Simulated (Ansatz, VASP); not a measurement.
**One calculation of Hf4Cl3, two programs**

```xyz
7
Lattice="6.4430 0.0000 0.0000 0.0000 2.5728 4.5068 0.0000 -2.5728 4.5068" Properties=species:S:1:pos:R:3 pbc="T T T"
Hf    1.7742    0.0000   -0.0062
Hf    4.6687    0.0000   -0.0062
Hf    3.2215    0.0000    5.8064
Hf    0.0000    0.0000    4.4972
Cl    4.7091    0.0000    2.5532
Cl    1.7339    0.0000    2.5532
Cl    0.0000    0.0000    7.0165
```

Alike in both runs: functional PBE; k mesh 2 × 4 × 4; occupations gaussian, width 0.2 eV; no spin polarisation.

Ansatz relaxed the structure, and its values are those at the end. VASP's run is a single point on that final structure, the one shown.

```csv
,VASP,Ansatz
version,VASP 6.6.1,Ansatz 0.2.0
potentials or method,"VASP PAW PBE potentials, release 64 (Hf_pv, Cl), cutoff 500 eV","scalar-relativistic, plane waves, PAW"
valence electrons in the cell,61,125
```

```tsv
	VASP	Ansatz	Ansatz less VASP
gap on the k mesh at the Fermi level (eV)	none	none	-
pressure (GPa)	-0.4	0.0	+0.48
rms of the force components (eV/Å)	0.011	0.012	+0.0008
```

A gap of «none» marks a metal or a gap that the smearing closes. With one functional, cell and mesh, what is left measures potentials, basis and numerics. VASP's potentials hold 61 valence electrons a cell and Ansatz's 125, so a difference there can come from the potentials and not from the codes.

The k mesh is coarse, so the values compare programs but aren't converged. Spin-orbit coupling is off throughout.
